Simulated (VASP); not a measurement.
# Rh (P6_3/mmc) in VASP: a series of runs, part 2 of 2

VASP 6.6.1. The steps go on from the part before.

## 3. Single point, PBEsol

This run uses another cell than the first one, of 14.02 Å³/atom, 1.032 times its volume.

File INCAR:

```
PREC     = Accurate       # precision mode
ENCUT    = 520            # plane-wave cutoff, eV
EDIFF    = 1E-6           # SCF threshold, eV
ISMEAR   = 0              # smearing method
SIGMA    = 0.1            # smearing width, eV
LREAL    = False          # projectors in reciprocal space
LASPH    = True           # aspherical terms in the spheres
NELM     = 60             # most SCF steps
ALGO     = Normal         # electronic algorithm
ISIF     = 2              # what is computed and relaxed
LWAVE    = False          # write WAVECAR
LCHARG   = False          # write CHGCAR
GGA      = PS             # functional
NBANDS   = 22             # bands
```

File KPOINTS:

```
regular mesh
0
Gamma
  12 12 7
```

File POSCAR:

```
Rh
1.0
    2.7126507229      0.0000000000      0.0000000000
   -1.3563253614      2.3492263674      0.0000000000
    0.0000000000      0.0000000000      4.3987676951
Rh
2
Direct
    0.6666666667      0.3333333333      0.7500000000
    0.3333333333      0.6666666667      0.2500000000
```

Potentials or basis: VASP PAW PBE potentials, release 64 (Rh_pv).

Command:

```
cat potpaw_PBE.64/Rh_pv/POTCAR > POTCAR
mpirun -np 1 vasp_std > vasp.out
```

OUTCAR:

```text
PREC = Accurate
   ENCUT = 520
   EDIFF = 1E-6
   ISMEAR = 0
   LREAL = False
   LASPH = True
   NELM = 60
   ISIF = 2
   GGA = PS

 ion  position               nearest neighbor table
   1  0.667  0.333  0.750-   2 2.70   2 2.70   2 2.70   2 2.70   2 2.70   2 2.70
   2  0.333  0.667  0.250-   1 2.70   1 2.70   1 2.70   1 2.70   1 2.70   1 2.70

  LATTYP: Found a hexagonal cell.
 ALAT       =     2.7126507229
 C/A-ratio  =     1.6215754052

  Lattice vectors:

 A1 = (   2.7126507229,   0.0000000000,   0.0000000000)
 A2 = (  -1.3563253614,   2.3492263674,   0.0000000000)
 A3 = (   0.0000000000,   0.0000000000,   4.3987676951)

Analysis of symmetry for initial positions (statically):
=====================================================================
 Subroutine PRICEL returns:
 Original cell was already a primitive cell.

 Routine SETGRP: Setting up the symmetry group for a
 hexagonal supercell.

 Subroutine GETGRP returns: Found 24 space group operations
 (whereof 12 operations were pure point group operations)
 out of a pool of 24 trial point group operations.

The static configuration has the point symmetry D_3d.
 The point group associated with its full space group is D_6h.

Analysis of symmetry for dynamics (positions and initial velocities):
=====================================================================
 Subroutine PRICEL returns:
 Original cell was already a primitive cell.

 Routine SETGRP: Setting up the symmetry group for a
 hexagonal supercell.

 Subroutine GETGRP returns: Found 24 space group operations
 (whereof 12 operations were pure point group operations)
 out of a pool of 24 trial point group operations.

The dynamic configuration has the point symmetry D_3d.
 The point group associated with its full space group is D_6h.

 Subroutine INISYM returns: Found 24 space group operations
 (whereof 12 operations are pure point group operations),
 and found     1 'primitive' translations

----------------------------------------------------------------------------------------

                                     Primitive cell

  volume of cell :      28.0317

  direct lattice vectors                    reciprocal lattice vectors
     2.712650723  0.000000000  0.000000000     0.368643110  0.212836024  0.000000000
    -1.356325361  2.349226367  0.000000000     0.000000000  0.425672048  0.000000000
     0.000000000  0.000000000  4.398767695     0.000000000  0.000000000  0.227336397

  length of vectors
     2.712650723  2.712652394  4.398767695     0.425672311  0.425672048  0.227336397

  position of ions in fractional coordinates (direct lattice)
     0.666666667  0.333333333  0.750000000
     0.333333333  0.666666667  0.250000000

  ion indices of the primitive-cell ions
   primitive index   ion index
                 1           1
                 2           2

----------------------------------------------------------------------------------------

 KPOINTS: regular mesh

Automatic generation of k-mesh.
 Grid dimensions read from file:
 generate k-points for:   12   12    7

 Generating k-lattice:

  Cartesian coordinates                     Fractional coordinates (reciprocal lattice)
     0.030720259  0.017736335  0.000000000     0.083333333  0.000000000  0.000000000
     0.000000000  0.035472671  0.000000000     0.000000000  0.083333333  0.000000000
     0.000000000  0.000000000  0.032476628     0.000000000  0.000000000  0.142857143

  Length of vectors
     0.035472693  0.035472671  0.032476628

  Shift w.r.t. Gamma in fractional coordinates (k-lattice)
     0.000000000  0.000000000  0.000000000

 Subroutine IBZKPT returns following result:
 ===========================================

 Found     76 irreducible k-points:

 Following reciprocal coordinates:
            Coordinates               Weight
  0.000000  0.000000  0.000000      1.000000
  0.083333  0.000000  0.000000      6.000000
  0.166667  0.000000  0.000000      6.000000
  0.250000  0.000000  0.000000      6.000000
  0.333333  0.000000  0.000000      6.000000
  0.416667  0.000000  0.000000      6.000000
[... 16 lines left out ...]
  0.250000  0.000000  0.142857     12.000000
  0.333333  0.000000  0.142857     12.000000
 [... further k-points ...]
   k-points           NKPTS =     76   k-points in BZ     NKDIM =     76   number of bands    NBANDS=     22
   number of dos      NEDOS =    301   number of ions     NIONS =      2
   total plane-waves  NPLWV =  14400
   dimension x,y,z NGX =    20 NGY =   20 NGZ =   36
   dimension x,y,z NGXF=    40 NGYF=   40 NGZF=   72
   ions per type =               2
   NGX,Y,Z   is equivalent  to a cutoff of  12.26, 12.26, 13.61 a.u.
   NGXF,Y,Z  is equivalent  to a cutoff of  24.51, 24.51, 27.21 a.u.
 SYSTEM =  unknown system
   PREC   = accura    normal or accurate (medium, high low for compatibility)
   ISTART =      0    job   : 0-new  1-cont  2-samecut
   ICHARG =      2    charge: 1-file 2-atom 10-const
   ISPIN  =      1    spin polarized calculation?
   LNONCOLLINEAR =      F non collinear calculations
   LSORBIT =      F    spin-orbit coupling
   LASPH  =      T    aspherical Exc in radial PAW
   ENCUT  =  520.0 eV  38.22 Ry    6.18 a.u.   5.04  5.04  8.18*2*pi/ulx,y,z
   NELM   =     60;   NELMIN=  2; NELMDL= -5     # of ELM steps
   EDIFF  = 0.1E-05   stopping-criterion for ELM
   LREAL  =      F    real-space projection
   EDIFFG = 0.1E-04   stopping-criterion for IOM
   NSW    =      0    number of steps for IOM
   IBRION =     -1    ionic relax: 0-MD 1-quasi-New 2-CG
   NFREE  =      0    steps in history (QN), initial steepest desc. (CG)
   ISIF   =      2    stress and relaxation
   ISYM   =      2    0-nonsym 1-usesym 2-fastsym
   POTIM  = 0.5000    time-step for ionic-motion
   TEBEG  =    0.0;   TEEND  =   0.0 temperature during run
   PSTRESS=    0.0 pullay stress
   NELECT =      30.0000    total number of electrons
   NUPDOWN=      -1.0000    fix difference up-down
   EMIN   =  10.00;   EMAX   =-10.00  energy-range for DOS
   EFERMI =   0.00;   METHOD = LEGACY
   ISMEAR =     0;   SIGMA  =   0.10  broadening in eV -4-tet -1-fermi 0-gaus
   EFERMI_NEDOS =   21; number of points for ismear=-14 and -15
   IALGO  =     38    algorithm
   IMIX   =      4    mixing-type and parameters
     AMIX     =   0.40;   BMIX     =  1.00
     AMIX_MAG =   1.60;   BMIX_MAG =  1.00
  volume/ion in A,a.u.               =      14.02        94.58
  Fermi-wavevector in a.u.,A,eV,Ry     =   1.674552  3.164445 38.152432  2.804125
  Thomas-Fermi vector in A             =   2.759327
   LORBIT       =      0    0 simple, 1 ext, 2 COOP (PROOUT), +10 PAW based schemes
   GGA     = PS    functional components
   LHFCALC =     F    Hartree Fock is set to
   AEXX    =    0.0000 exact exchange contribution
   IVDW    =     0    specifies the selected vdW correction
   LEPSILON=     F    determine dielectric tensor
   LRPA    =     F    only Hartree local field effects (RPA)
 non-spin polarized calculation
 Gauss-broadening in eV      SIGMA  =   0.10
  energy-cutoff  :      520.00
  volume of cell :       28.03
 maximum number of plane-waves:       769
   NGX = 11   NGY = 11   NGZ = 17

 number of electron      30.0000009 magnetization

 Free energy of the ion-electron system (eV)
  ---------------------------------------------------
  ext. energy  EPLUGINS =         0.00000000
  ---------------------------------------------------
  free energy    TOTEN  =       -16.17714475 eV

  energy without entropy =      -16.15954132  energy(sigma->0) =      -16.16834304

 E-fermi :  11.5128     XC(G=0): -14.0935

 val. band max:       11.5029062947   @ k =   0.4167   0.1667   0.1429
 cond. band min:      11.5187178244   @ k =   0.0833   0.0000   0.4286
 fundamental gap:      0.0158115297
 Fermi energy:        11.5128436968

 k-point     1 :       0.0000    0.0000    0.0000
  band No.  band energies     occupation
      1     -35.5920      2.00000
      2     -34.9784      2.00000
      3     -34.9784      2.00000
      4     -34.8910      2.00000
      5     -34.8788      2.00000
      6     -34.8788      2.00000
[... 14 lines left out ...]
     21      29.5021      0.00000
     22      30.1415      0.00000
[... 552 lines left out ...]
  band No.  band energies     occupation
      1     -35.4370      2.00000
      2     -35.3125      2.00000
      3     -35.2717      2.00000
      4     -35.0895      2.00000
      5     -34.9913      2.00000
      6     -34.9540      2.00000
[... 14 lines left out ...]
     21      26.7309      0.00000
     22      26.9668      0.00000

 [... further k-points ...]

------------------------ aborting loop because EDIFF is reached ----------------------------------------

  FORCE on cell =-STRESS in cart. coord.  units (eV):
  Direction    XX          YY          ZZ          XY          YZ          ZX
  --------------------------------------------------------------------------------------
  -------------------------------------------------------------------------------------
  Total       -1.5963283     -1.5963310     -1.6336670     -0.0000000     -0.0000000      0.0000000
  in kB      -91.2395293    -91.2396792    -93.3736496     -0.0000000     -0.0000000      0.0000000
  external PRESSURE =     -91.9509527 kB  Pullay stress =       0.0000000 kB

 VOLUME and BASIS-vectors are now :
 -----------------------------------------------------------------------------
  energy-cutoff  :      520.00
  volume of cell :       28.03
      direct lattice vectors                 reciprocal lattice vectors
     2.712650723  0.000000000  0.000000000     0.368643110  0.212836024  0.000000000
    -1.356325361  2.349226367  0.000000000     0.000000000  0.425672048  0.000000000
     0.000000000  0.000000000  4.398767695     0.000000000  0.000000000  0.227336397

 POSITION                                       TOTAL-FORCE (eV/Angst)
 -----------------------------------------------------------------------------------
      1.35633      0.78308      3.29908         0.000000     -0.000000      0.000000
     -0.00000      1.56615      1.09969        -0.000000      0.000000      0.000000
 -----------------------------------------------------------------------------------
    total drift:                               -0.000000      0.000000     -0.000000

  FREE ENERGIE OF THE ION-ELECTRON SYSTEM (eV)
  ---------------------------------------------------
  free  energy   TOTEN  =       -16.1771447528 eV

  energy  without entropy=      -16.1595413236  energy(sigma->0) =      -16.16834304
```

It took 21 s on 1 thread of AMD EPYC 9R45 (Zen 5), shared host; peak memory 0.13 GiB.

Results:

* Free energy: -16.1771 eV
* Pressure: -9.2 GPa
* Band gap on the k mesh: zero (band 15 reaches 12.10 eV, above the bottom of band 16 at 9.75 eV)

Stress tensor (GPa, compression positive):
```
-9.12  0.00  0.00
 0.00 -9.12  0.00
 0.00  0.00 -9.34
```

Levels at points of the mesh, in eV from the Fermi level:
```
           k point  band 12  band 13  band 14  band 15  band 16  band 17  band 18  band 19
(0.00, 0.00, 0.00)    -2.47    -2.47    -1.86    -1.86     0.12     0.12     0.62     8.33
(0.50, 0.00, 0.00)    -2.22    -2.15     0.41     0.59     0.71     2.93     4.99    10.11
```

Caveat: the PAW data sets were made with another functional, which shifts forces and pressure a little.
